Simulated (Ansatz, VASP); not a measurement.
BaTiO3: VASP beside Ansatz

```xyz
5
Lattice="2.7892 1.6103 2.2871 -2.7892 1.6103 2.2871 0.0000 -3.2206 2.2871" Properties=species:S:1:pos:R:3 pbc="T T T"
Ba    0.0000    0.0000    0.0000
Ti    0.0000    0.0000    3.3242
O     1.3698   -0.7908    2.3664
O    -1.3698   -0.7908    2.3664
O     0.0000    1.5817    2.3664
```

Change from the starting cell: volume scaled by 0.96.

Alike in both runs: task single point; functional PBE; k mesh 7 × 7 × 7; occupations fermi-dirac, width 0.05 eV; no spin polarisation.

|  | VASP | Ansatz |
| --- | --- | --- |
| version | VASP 6.6.1 | Ansatz 0.2.0 |
| potentials or method | VASP PAW PBE potentials, release 64 (Ba_sv, Ti_sv, O), cutoff 520 eV | all-electron LAPW, scalar-relativistic |

```csv
,VASP,Ansatz,Ansatz less VASP
gap on the k mesh at the Fermi level (eV),2.55,2.60,+0.056
least direct gap on the mesh (eV),2.85,2.86,+0.010
pressure (GPa),15.1,13.0,-2.11
"traceless stress, the component that is largest in VASP (GPa)",-0.51,-0.45,+0.058
rms of the force components (eV/Å),0.277,0.247,-0.0292
```

Atom by atom the forces differ by 0.032 eV/Å (rms over components). Ansatz ran all-electron here, and VASP with PAW potentials.

Neither program's run includes spin-orbit coupling.
